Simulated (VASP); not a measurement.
Input of a VASP 6.6.1 run:

Contents of INCAR:

```
PREC = Accurate
ENCUT = 520
EDIFF = 1E-6
ISMEAR = 0
SIGMA = 0.1
LREAL = F
LASPH = T
NELM = 150
ALGO = Normal
ISIF = 2
LWAVE = F
LCHARG = F
ISPIN = 2
MAGMOM = 0 0 0 0 2
LORBIT = 11
LMAXMIX = 4
LDIPOL = T
IDIPOL = 3
DIPOL = 0.5 0.5 0.335
GGA = PE
NBANDS = 42
```

Contents of KPOINTS:

```
Automatic mesh
0
Gamma
  9 7 1
```

The input POSCAR:

```
W4C
1.0
    2.8547213223      0.0000000000      0.0000000000
    0.0000000000      4.0371856108      0.0000000000
    0.0000000000      0.0000000000     20.9570327682
W C
4 1
Direct
    0.5000000000      0.5000000000      0.1908667150
    0.0000000000      0.0000000000      0.2589756250
    0.5000000000      0.5000000000      0.3262417340
    0.0000000000      0.0000000000      0.3796831763
    0.0000000000      0.0000000000      0.5194930451
```

Potentials or basis: VASP PAW PBE potentials, release 64 (W_sv, C).

Run with:

```console
$ cat potpaw_PBE.64/W_sv/POTCAR potpaw_PBE.64/C/POTCAR > POTCAR
$ mpirun -np 1 vasp_std > vasp.out
```

(1) Predict the site moments.

(2) Estimate the largest force.

(3) What does it give for the net moment?

Answers

(1) W +0.22, -0.03, -0.04, -0.16; C +0.65 μB.

(2) 2.884 eV/Å.

(3) 1.37 μB per cell.
